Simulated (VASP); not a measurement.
A run of VASP 6.6.1:

The input INCAR:

```
SYSTEM = ZrH2
PREC = Accurate
ENCUT = 520
EDIFF = 1E-6
ISMEAR = 1
SIGMA = 0.05
LREAL = .False.
LASPH = .True.
NELM = 80
ALGO = Normal
ISIF = 2
LWAVE = .False.
LCHARG = .True.
GGA = PS
IVDW = 12
LELF = .True.
LVHAR = .True.
NBANDS = 14
```

KPOINTS

```
Automatic mesh
0
Gamma
  10 10 10
  0 0 0
```

POSCAR

```
ZrH2
1.0
    0.0000000000      2.4409340305      2.4409340305
    2.4409340305      0.0000000000      2.4409340305
    2.4409340305      2.4409340305      0.0000000000
Zr H
1 2
Direct
    0.0000000000      0.0000000000      0.0000000000
    0.7500000000      0.7500000000      0.7500000000
    0.2500000000      0.2500000000      0.2500000000
```

Potentials or basis: VASP PAW PBE potentials, release 64 (Zr_sv, H).

Launch:

```bash
$ cat potpaw_PBE.64/Zr_sv/POTCAR potpaw_PBE.64/H/POTCAR > POTCAR
$ mpirun -np 1 vasp_std > vasp.out
```

Hardware: 1 thread of Intel(R) Xeon(R) 6975P-C (Granite Rapids), with other jobs on the host.

Problem. How long does it take, and how much memory?

Solution. It took 11 s on 1 thread of Intel(R) Xeon(R) 6975P-C (Granite Rapids) (shared host), peak memory 0.17 GiB. Counts: scf iterations 12, k points 47.
